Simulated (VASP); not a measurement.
Write the native input for VASP 6.6.1 that does the following.

| Property | Result |
| --- | --- |
| Task | single point |
| Functional | PBE |
| Potentials or basis | VASP PAW PBE potentials, release 64 (Zr_sv) |
| Cutoff | 520 eV |
| k mesh | 13 × 13 × 7 |
| Occupations | fermi-dirac, width 0.03 eV |
| Spin | no spin polarisation |
| Dipole correction | no |
| k mesh for the DOS | 20 × 20 × 11 |
| Occupations for the DOS | tetrahedron |
| Further INCAR settings | ALGO = Normal; EDIFF = 1e-06; NBANDS = 19 |

Crystal: Zr.

```
Zr
1.0
     3.23200    0.00000    0.00000
    -1.61600    2.79899    0.00000
     0.00000    0.00000    5.14700
Zr
2
Cartesian
  0.0000 1.8660 1.2868
  1.6160 0.9330 3.8603
```

The input as run:

POSCAR

```
Zr
1.0
    3.2319982225      0.0000000000      0.0000000000
   -1.6159991112      2.7989925656      0.0000000000
    0.0000000000      0.0000000000      5.1470000000
Zr
2
Direct
    0.3333333333      0.6666666667      0.2500000000
    0.6666666667      0.3333333333      0.7500000000
```

INCAR.step1

```
ALGO     = Normal         # electronic algorithm
EDIFF    = 1E-6           # SCF threshold, eV
ENCUT    = 520            # plane-wave cutoff, eV
GGA      = PE             # functional
ISIF     = 2              # what is computed and relaxed
ISMEAR   = -1             # smearing method
LASPH    = True           # aspherical terms in the spheres
LCHARG   = True           # write CHGCAR
LMAXMIX  = 4              # l up to which the mixer works
LREAL    = False          # projectors in reciprocal space
LWAVE    = False          # write WAVECAR
NBANDS   = 19             # bands
NELM     = 100            # most SCF steps
PREC     = Accurate       # precision mode
SIGMA    = 0.03           # smearing width, eV
```

KPOINTS.step1

```
k-points
0
Gamma
  13 13 7
```

INCAR.step2

```
ALGO     = Normal         # electronic algorithm
EDIFF    = 1E-6           # SCF threshold, eV
ENCUT    = 520            # plane-wave cutoff, eV
GGA      = PE             # functional
ICHARG   = 11             # starting density
ISIF     = 2              # what is computed and relaxed
ISMEAR   = -5             # smearing method
LASPH    = True           # aspherical terms in the spheres
LCHARG   = False          # write CHGCAR
LMAXMIX  = 4              # l up to which the mixer works
LORBIT   = 10             # projections on sites
LREAL    = False          # projectors in reciprocal space
LWAVE    = False          # write WAVECAR
NBANDS   = 19             # bands
NEDOS    = 1001           # points of the DOS
NELM     = 100            # most SCF steps
PREC     = Accurate       # precision mode
SIGMA    = 0.03           # smearing width, eV
```

KPOINTS.step2

```
k-points
0
Gamma
  20 20 11
```

Potentials or basis: VASP PAW PBE potentials, release 64 (Zr_sv).

Launch:

```sh
$ cat potpaw_PBE.64/Zr_sv/POTCAR > POTCAR
$ cp INCAR.step1 INCAR
$ cp KPOINTS.step1 KPOINTS
$ mpirun -np 1 vasp_std > vasp.out
$ cp INCAR.step2 INCAR
$ cp KPOINTS.step2 KPOINTS
$ mpirun -np 1 vasp_std > vasp.out
```

Results of the run:

```
Valence electrons inside the program's atomic spheres : Zr 9.82
```

Run time: 2.9 min on 1 thread of Intel Xeon 8259CL, on a shared host, peak memory 0.3 GiB.
